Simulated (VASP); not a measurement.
TaN: single point with LDA

The system is TaN.

```
Ta N
1.0
     0.00000    2.17472    2.17472
     2.17472    0.00000    2.17472
     2.17472    2.17472    0.00000
Ta N
1 1
Direct
  0.50000 0.50000 0.50000
  0.00000 0.00000 0.00000
```

| Item | Value |
| --- | --- |
| Program | VASP 6.6.1 |
| Task | single point |
| Functional | LDA |
| Potentials or basis | VASP PAW LDA potentials, release 64 (Ta_pv, N) |
| Cutoff | 520 eV |
| k mesh | 16 × 16 × 16 |
| Occupations | fermi-dirac, width 0.15 eV |
| Spin | no spin polarisation |
| Dipole correction | no |
| Further INCAR settings | ALGO = Normal; EDIFF = 1e-06; NBANDS = 15 |

- Pressure: 2.1 GPa
- Band gap on the k mesh: zero (band 8 reaches 11.77 eV, above the bottom of band 9 at 7.56 eV)

Levels at points of the mesh, in eV from the Fermi level:
```csv
k point,band 5,band 6,band 7,band 8,band 9,band 10,band 11,band 12
"(0.00, 0.00, 0.00)",-3.86,-3.86,-3.86,-2.22,-2.22,-2.22,0.01,0.01
"(0.50, 0.00, 0.00)",-10.60,-7.80,-7.80,1.99,1.99,2.11,4.07,7.87
"(0.50, 0.50, 0.00)",-6.59,-5.69,-4.63,-4.63,2.17,3.73,3.73,4.99
```

Run time: 11 s on 1 thread of Intel(R) Xeon(R) 6975P-C (Granite Rapids), on a shared host, peak memory 0.16 GiB.

Caveat: spin-orbit coupling is left out, which moves the levels of the heavy elements.
